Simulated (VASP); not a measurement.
A run of VASP 6.6.1:

Contents of INCAR:

```
  ALGO = Fast
  EDIFF = 1E-7
  ENCUT = 520
  GGA = PE
  ISIF = 2
  ISMEAR = 0
  LASPH = T
  LCHARG = F
  LREAL = F
  LWAVE = F
  NBANDS = 13
  NELM = 100
  PREC = Accurate
  SIGMA = 0.15
```

Contents of KPOINTS:

```
k-points
0
Gamma
  16 16 16
```

Contents of POSCAR:

```
Pb
1.0
    0.0000000000      2.3771825000      2.4698000000
    2.5624175000      0.0000000000      2.4698000000
    2.5624175000      2.3771825000      0.0000000000
Pb
1
Direct
    0.0000000000      0.0000000000      0.0000000000
```

Potentials or basis: VASP PAW PBE potentials, release 64 (Pb_d).

Run with:

```bash
$ cat potpaw_PBE.64/Pb_d/POTCAR > POTCAR
$ mpirun -np 1 vasp_std > vasp.out
```

Hardware: 1 thread of Intel Xeon 6975P-C, with other jobs on the host.

Problem. Estimate the wall time of this run.

Solution. Run time: 3 min on 1 thread of Intel Xeon 6975P-C, with other jobs on the host, peak memory 0.34 GiB. Counts: scf iterations 16, k points 621.
